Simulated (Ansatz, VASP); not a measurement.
One calculation of Ba, two programs

The input INCAR:

```
PREC = Accurate
ENCUT = 520
EDIFF = 1E-7
ISMEAR = 0
SIGMA = 0.15
LREAL = F
LASPH = T
NELM = 60
ALGO = Fast
ISIF = 2
LWAVE = F
LCHARG = F
GGA = CA
NBANDS = 11
```

Contents of KPOINTS:

```
regular mesh
0
Gamma
  16 16 16
```

File POSCAR:

```
Ba
1.0
   -2.3525900722      2.3525900722      2.8231080866
    2.3525900722     -2.3525900722      2.8231080866
    2.3525900722      2.3525900722     -2.8231080866
Ba
1
Direct
    0.0000000000      0.0000000000      0.0000000000
```

Input for Ansatz:

```yaml
crystal:
  lattice:
    - [-2.3525900722, 2.3525900722, 2.8231080866]
    - [2.3525900722, -2.3525900722, 2.8231080866]
    - [2.3525900722, 2.3525900722, -2.8231080866]
  atoms:
    - { symbol: Ba, position: [0.0, 0.0, 0.0] }
basis:
  ecutwfc: 420
kpoints:
  mp_grid: { grid: [16, 16, 16] }
hamiltonian:
  xc: lda
scf:
  occupations: { method: gaussian, width: 0.15 }
output:
  forces: true
  stress: true
  eigenvalues: true
```

Alike in both runs: task single point; functional LDA; k mesh 16 × 16 × 16; occupations gaussian, width 0.15 eV; no spin polarisation.

```csv
,VASP,Ansatz
version,VASP 6.6.1,Ansatz 0.2.0
potentials or method,"VASP PAW LDA potentials, release 64 (Ba_sv), cutoff 520 eV","scalar-relativistic, plane waves, PAW"
valence electrons in the cell,10,10
```

Ansatz gave:

```
gap on the k mesh at the Fermi level (eV)                     : none
pressure (GPa)                                                : -1.2
traceless stress, the component that is largest in VASP (GPa) : -0.13
```

Q: Which values does VASP return?

A: gap on the k mesh at the Fermi level (eV): none; pressure (GPa): -1.1; traceless stress, the component that is largest in VASP (GPa): -0.13.

LDA's correlation is that of Perdew and Zunger in VASP and of Perdew and Wang (1992) in Ansatz. A gap of «none» marks a metal or a gap that the smearing closes.

Neither program's run includes spin-orbit coupling.
